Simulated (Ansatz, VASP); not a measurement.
Cu: VASP beside Ansatz

```xyz
1
Lattice="0.0000 1.7590 1.7590 1.7590 0.0000 1.7590 1.7590 1.7590 0.0000" Properties=species:S:1:pos:R:3 pbc="T T T"
Cu    0.0000    0.0000    0.0000
```

Alike in both runs: functional LDA; k mesh 20 × 20 × 20; occupations gaussian, width 0.1 eV; no spin polarisation.

Ansatz relaxed the structure, and its values are those at the end. VASP's run is a single point on that final structure, the one shown.

|  | VASP | Ansatz |
| --- | --- | --- |
| version | VASP 6.6.1 | Ansatz 0.2.0 |
| potentials or method | VASP PAW LDA potentials, release 64 (Cu), cutoff 600 eV | scalar-relativistic, plane waves, PAW |
| valence electrons in the cell | 11 | 19 |

```tsv
	VASP	Ansatz	Ansatz less VASP
gap on the k mesh at the Fermi level (eV)	none	none	-
pressure (GPa)	1.0	0.0	-0.98
```

Ansatz warns that its potentials were made for another functional, while VASP's fit it. LDA's correlation is that of Perdew and Zunger in VASP and of Perdew and Wang (1992) in Ansatz. A gap of «none» marks a metal or a gap that the smearing closes. VASP's potentials hold 11 valence electrons a cell and Ansatz's 19, so a difference there can come from the potentials and not from the codes.
